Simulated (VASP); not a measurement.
## GeSb4Te4: single point with PBE

The system is GeSb4Te4.

```
Ge Sb Te
1.0
    -4.32998    0.00000    0.00000
    -2.16499   -3.74988    0.00000
     0.00000    0.00000   17.89861
Ge Sb Te
1 4 4
Direct
  0.00000 0.00000 0.37563
  0.33333 0.33333 0.91213
  0.66667 0.66667 0.82516
  0.66667 0.66667 0.16932
  0.33333 0.33333 0.58194
  0.33333 0.33333 0.28148
  0.66667 0.66667 0.46978
  0.00000 0.00000 0.07387
  0.00000 0.00000 0.67739
```

This cell differs from its parent crystal: the distance across one plane changed.

```json
{
 "Program": "VASP 6.6.1",
 "Task": "single point",
 "Functional": "PBE",
 "Potentials or basis": "VASP PAW PBE potentials, release 64 (Ge_d, Sb, Te)",
 "Cutoff": "520 eV",
 "k mesh": "9 × 9 × 2",
 "Occupations": "gaussian, width 0.03 eV",
 "Spin": "no spin polarisation",
 "Dipole correction": "no",
 "Further INCAR settings": "ALGO = Normal; EDIFF = 1e-07; NBANDS = 39"
}
```

The pressure is -0.2 GPa. The largest force is 0.087 eV/Å and the band gap on the k mesh is 0.14 eV (least direct gap 0.17 eV).

Forces on the atoms (eV/Å):
```
Ge   0.000  0.000 -0.007
Sb   0.000  0.000  0.087
Sb   0.000  0.000 -0.031
Sb   0.000  0.000 -0.016
Sb   0.000  0.000 -0.026
Te   0.000  0.000 -0.014
Te   0.000  0.000  0.024
Te   0.000  0.000 -0.038
Te   0.000  0.000  0.021
```

Levels at points of the mesh, in eV from the valence-band top:
```
           k point  band 27  band 28  band 29  band 30  band 31  band 32
(0.00, 0.00, 0.00)    -1.15    -1.15     0.00     0.17     0.17     0.39
(0.00, 0.00, 0.50)    -1.17    -1.06    -0.08     0.23     0.23     0.57
```

Run time: 4.4 min on 1 thread of Intel(R) Xeon(R) Platinum 8488C (Sapphire Rapids), on a shared host, peak memory 0.54 GiB.

Caveat: the cell differs from its parent crystal (the distance across one plane changed); spin-orbit coupling is left out, which moves the levels of the heavy elements; an odd mesh through Γ misses points on the zone boundary, where band edges can lie; this functional lacks dispersion, which binds the layers, so the pressure and a relaxed spacing across them are unreliable.
